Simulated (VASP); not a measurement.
Write the native input for VASP 6.6.1 that does the following.

```
Task                   : single point
Functional             : r2SCAN
Potentials or basis    : VASP PAW PBE potentials, release 64 (W_sv)
Cutoff                 : 520 eV
k mesh                 : 8 × 5 × 4
Occupations            : methfessel-paxton, width 0.1 eV
Spin                   : no spin polarisation
Dipole correction      : no
Further INCAR settings : ALGO = Normal; EDIFF = 1e-07; NBANDS = 36
```

Crystal: W.

```
W
1.0
     2.80966    0.00000    0.00000
     0.00000    4.86387    0.00000
     0.00000    0.00000    4.92370
W
4
Direct
  0.79317 0.56316 0.25000
  0.20683 0.06316 0.25000
  0.20683 0.43684 0.75000
  0.79317 0.93684 0.75000
```

One way to write it, as run:

POSCAR

```
W
1.0
    2.8096600000      0.0000000000      0.0000000000
    0.0000000000      4.8638700000      0.0000000000
    0.0000000000      0.0000000000      4.9237000000
W
4
Direct
    0.7931700000      0.5631600000      0.2500000000
    0.2068300000      0.0631600000      0.2500000000
    0.2068300000      0.4368400000      0.7500000000
    0.7931700000      0.9368400000      0.7500000000
```

INCAR.step1

```
ALGO     = Normal         # electronic algorithm
EDIFF    = 1E-4           # SCF threshold, eV
ENCUT    = 520            # plane-wave cutoff, eV
GGA      = PE             # functional
ISMEAR   = 1              # smearing method
LASPH    = True           # aspherical terms in the spheres
LCHARG   = False          # write CHGCAR
LREAL    = False          # projectors in reciprocal space
LWAVE    = True           # write WAVECAR
NBANDS   = 36             # bands
NELM     = 100            # most SCF steps
PREC     = Accurate       # precision mode
SIGMA    = 0.1            # smearing width, eV
```

INCAR.step2

```
ALGO     = Normal         # electronic algorithm
EDIFF    = 1E-7           # SCF threshold, eV
ENCUT    = 520            # plane-wave cutoff, eV
ISIF     = 2              # what is computed and relaxed
ISMEAR   = 1              # smearing method
ISTART   = 1            
LASPH    = True           # aspherical terms in the spheres
LCHARG   = True           # write CHGCAR
LELF     = True           # ELF
LMIXTAU  = True         
LREAL    = False          # projectors in reciprocal space
LVHAR    = True         
LWAVE    = False          # write WAVECAR
METAGGA  = R2SCAN         # meta-GGA
NBANDS   = 36             # bands
NELM     = 100            # most SCF steps
PREC     = Accurate       # precision mode
SIGMA    = 0.1            # smearing width, eV
```

KPOINTS

```
k-points
0
Gamma
  8 5 4
```

Potentials or basis: VASP PAW PBE potentials, release 64 (W_sv).

Run with:

```bash
$ cat potpaw_PBE.64/W_sv/POTCAR > POTCAR
$ cp INCAR.step1 INCAR
$ mpirun -np 1 vasp_std > vasp.out
$ cp INCAR.step2 INCAR
$ mpirun -np 1 vasp_std > vasp.out
```

Results of the run:

```yaml
Pressure: -5.7 GPa
Largest_force: 0.240 eV/Å
Band_gap_on_the_k_mesh: zero (bands 28 and 29 overlap by 1.00 eV)
```

Caveat: the cell stands under tension; the PAW data sets were made with another functional, which shifts forces and pressure a little; spin-orbit coupling is left out, which moves the levels of the heavy elements.

Run time: 6.3 min on 1 thread of Intel Xeon 8259CL, with other jobs on the host, peak memory 0.23 GiB.
